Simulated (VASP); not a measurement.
Wanted: the native input for a VASP 6.6.1 run.

| Quantity | Value |
| --- | --- |
| Task | relaxation of cell and atoms |
| Functional | PBE |
| Dispersion | D3(BJ) |
| Potentials or basis | VASP PAW PBE potentials, release 64 (Mn_pv, O) |
| Cutoff | 600 eV |
| k mesh | 12 × 12 × 8 |
| Occupations | gaussian, width 0.1 eV |
| Spin | collinear spin, ferromagnetic start |
| Starting moments | [4.35, 4.35, 0.25, 0.25] μB |
| Dipole correction | no |
| Further INCAR settings | ALGO = Normal; EDIFF = 1e-06; IBRION = 2; EDIFFG = -0.02; NSW = 90; ISIF = 3 |

The structure of MnO lies in POSCAR:

```
MnO
1.0
    3.4078097469      0.0000000000      0.0000000000
   -1.7039048735      2.9512498121      0.0000000000
    0.0000000000      0.0000000000      5.3568462410
Mn O
2 2
Direct
    0.3333333333      0.6666666667     -0.0006875120
    0.6666666667      0.3333333333      0.4993124880
    0.3333333333      0.6666666667      0.3871175120
    0.6666666667      0.3333333333      0.8871175120
```

One way to write it, as run:

INCAR

```
SYSTEM = MnO
  PREC = Accurate
  ENCUT = 600
  EDIFF = 1E-6
  ISMEAR = 0
  SIGMA = 0.1
  LREAL = .FALSE.
  LASPH = .TRUE.
  NELM = 150
  ALGO = Normal
  ISIF = 3
  LWAVE = .FALSE.
  LCHARG = .FALSE.
  ISPIN = 2
  MAGMOM = 4.35 4.35 0.25 0.25
  LORBIT = 11
  LMAXMIX = 4
  GGA = PE
  IVDW = 12
  IBRION = 2
  NSW = 90
  EDIFFG = -0.02
  KPAR = 4
```

KPOINTS

```
Automatic mesh
0
G
  12 12 8
  0 0 0
```

Potentials or basis: VASP PAW PBE potentials, release 64 (Mn_pv, O).

Command:

```console
$ cat potpaw_PBE.64/Mn_pv/POTCAR potpaw_PBE.64/O/POTCAR > POTCAR
$ mpirun -np 4 vasp_std > vasp.out
```

It gave:

```json
{
  "Relaxed volume": "13.51 Å³/atom",
  "Relaxed cell": "a = 3.412 Å, b = 3.412 Å, c = 5.360 Å, α = 90.00°, β = 90.00°, γ = 120.00°",
  "Space group after relaxing (to 0.1 Å)": "P6_3mc (No. 186)",
  "Energy gained by relaxing": "0.0 meV/atom",
  "Ionic steps": "3",
  "Pressure after relaxing": "0.0 GPa",
  "Band gap on the k mesh": "zero (filled and empty bands overlap)",
  "Net moment": "10.00 μB per cell",
  "Site moments": "Mn +4.43; O +0.20 μB",
  "Valence electrons inside the program's atomic spheres": "Mn 11.40; O 5.00",
  "Dispersion energy per atom": "-0.251 eV"
}
```

Caveat: semilocal functionals often make such compounds metallic where correlation or magnetic order opens a gap, which also shifts bond lengths; the run started ferromagnetic, and an antiferromagnetic order may lie lower in energy.

Run time: 3.3 min on 4 MPI ranks on Oxide Virtual Turin-like Processor (shared host), peak memory 0.38 GiB a rank.
